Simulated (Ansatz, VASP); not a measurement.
## Two plane-wave programs on ZnO

```xyz
4
Lattice="3.2349 0.0000 0.0000 -1.6174 2.8015 0.0000 0.0000 0.0000 5.2123" Properties=species:S:1:pos:R:3 pbc="T T T"
Zn    1.6174    0.9338    2.6084
Zn    0.0000    1.8677    0.0022
O     1.6174    0.9338    4.5862
O     0.0000    1.8677    1.9801
```

Alike in both runs: functional r2SCAN; k mesh 12 × 12 × 6; occupations gaussian, width 0.02 eV; no spin polarisation.

Ansatz relaxed the structure, and its values are those at the end. VASP's run is a single point on that final structure, the one shown.

|  | VASP | Ansatz |
| --- | --- | --- |
| version | VASP 6.6.1 | Ansatz 0.2.0 |
| potentials or method | VASP PAW PBE potentials, release 64 (Zn, O), cutoff 520 eV | scalar-relativistic, plane waves, PAW |
| valence electrons in the cell | 36 | 36 |

Ansatz gave:

* gap on the k mesh at the Fermi level (eV): 1.24
* least direct gap on the mesh (eV): 1.24
* pressure (GPa): 0.0
* rms of the force components (eV/Å): 0.002

Which values does VASP return?

gap on the k mesh at the Fermi level (eV): 1.23; least direct gap on the mesh (eV): 1.23; pressure (GPa): 1.0; rms of the force components (eV/Å): 0.009.

VASP's potentials were made for PBE, not for r2SCAN. With one functional, cell and mesh, what is left measures potentials, basis and numerics.
